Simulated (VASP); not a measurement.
A run of VASP 6.6.1 is set up as follows.

File INCAR:

```
PREC = Accurate
ENCUT = 520
EDIFF = 1E-6
ISMEAR = -1
SIGMA = 0.01
LREAL = Auto
LASPH = True
NELM = 200
ALGO = Normal
ISIF = 2
LWAVE = False
LCHARG = True
ISPIN = 2
MAGMOM = 0 0 0 0 0 0 0 0 0 0 0 0 0.01 0 0 0 0 0 0 0 0 0.45 0 0 0 0 0 0 0 0.25 0 0 0.16
LORBIT = 11
NUPDOWN = 1.0
GGA = PE
LELF = True
LVHAR = True
NBANDS = 94
GGA_COMPAT = False
```

KPOINTS

```
regular mesh
0
Gamma
  1 1 1
```

Contents of POSCAR:

```
Al16N16F
1.0
    6.2604124000      0.0000000600      0.0000000000
   -3.1302062500      5.4216761500      0.0000000000
    0.0000000000      0.0000000000     10.0361163400
Al N F
16 16 1
Direct
    0.3252243776      0.1626559677      0.2479607565
    0.1666465859      0.3332819851      0.4996515415
    0.3333797129      0.1668045001      0.7485921591
    0.1683307637      0.3366171161      0.9945137802
    0.3333335736      0.6666508438      0.2424742717
    0.1668322236      0.8336183986      0.4996990698
    0.3333702702      0.6667360573      0.7457021966
    0.1684288456      0.8318634063      0.9943993933
    0.8374579345      0.1626483997      0.2479242882
    0.6667907959      0.3335944291      0.5075594809
    0.8334445006      0.1668076301      0.7485696404
    0.6668388115      0.3336530825      0.9998741206
    0.8375979969      0.6751845460      0.2477388579
    0.6667943501      0.8336174709      0.4997221864
    0.8335510849      0.6670846524      0.7484608334
    0.6634481632      0.8318528874      0.9943843477
    0.3433650195      0.1717789764      0.4561300253
    0.1730294225      0.3460671456      0.1827806631
    0.3341616547      0.1671735742      0.9426277735
    0.1667757890      0.3335225012      0.6943511578
    0.3333787379      0.6667408528      0.4395100506
    0.1732481705      0.8270477368      0.1826665752
    0.3333368182      0.6666694727      0.9345072020
    0.1669793494      0.8335315251      0.6944424281
    0.8283959319      0.1717695643      0.4562204985
    0.6668310097      0.3336713426      0.1990386453
    0.8330494635      0.1671650842      0.9425974829
    0.6667924855      0.3335946135      0.7026065423
    0.8285630515      0.6571574642      0.4566616054
    0.6538001801      0.8270674671      0.1826449533
    0.8331861472      0.6663343309      0.9425516484
    0.6665392884      0.8335082795      0.6944541857
   -0.0002057846     -0.0002940050      0.3181805483
```

Potentials or basis: VASP PAW PBE potentials, release 64 (Al, N, F).

Run with:

```bash
$ cat potpaw_PBE.64/Al/POTCAR potpaw_PBE.64/N/POTCAR potpaw_PBE.64/F/POTCAR > POTCAR
$ mpirun -np 1 vasp_gam > vasp.out
```

Predict the pressure.

5.7 GPa.

What does it give for the largest force?

0.021 eV/Å.

Forces on the atoms (eV/Å):
```
Al   0.014  0.005  0.000
Al   0.000  0.003  0.000
Al  -0.003  0.002 -0.006
Al  -0.001  0.001 -0.008
Al   0.000  0.006  0.008
Al   0.000  0.000  0.003
Al  -0.001 -0.001 -0.010
Al   0.001  0.000  0.002
Al  -0.018  0.006  0.001
Al  -0.002 -0.009  0.002
Al   0.002  0.001 -0.005
Al   0.002 -0.002  0.002
Al  -0.001 -0.021  0.004
Al  -0.001 -0.001  0.002
Al   0.000 -0.001 -0.003
Al  -0.001  0.001  0.002
N    0.006  0.006  0.002
N    0.001  0.003 -0.001
N   -0.009 -0.002  0.006
N    0.000  0.007  0.008
N    0.000  0.002 -0.005
N   -0.004  0.001 -0.004
N    0.000 -0.001  0.009
N    0.003 -0.006  0.004
N   -0.003  0.007 -0.001
N    0.002 -0.002 -0.007
N    0.008 -0.001  0.009
N    0.001  0.000 -0.006
N    0.002 -0.011 -0.008
N    0.004 -0.002 -0.006
N   -0.001  0.003  0.005
N   -0.001 -0.005  0.005
F    0.002  0.010 -0.005
```

Caveat: the k points lie up to 1.16 Å⁻¹ apart, too coarse for converged energies, forces and pressures; the total moment is fixed, so each spin has its own Fermi level and the state may be an excited one.
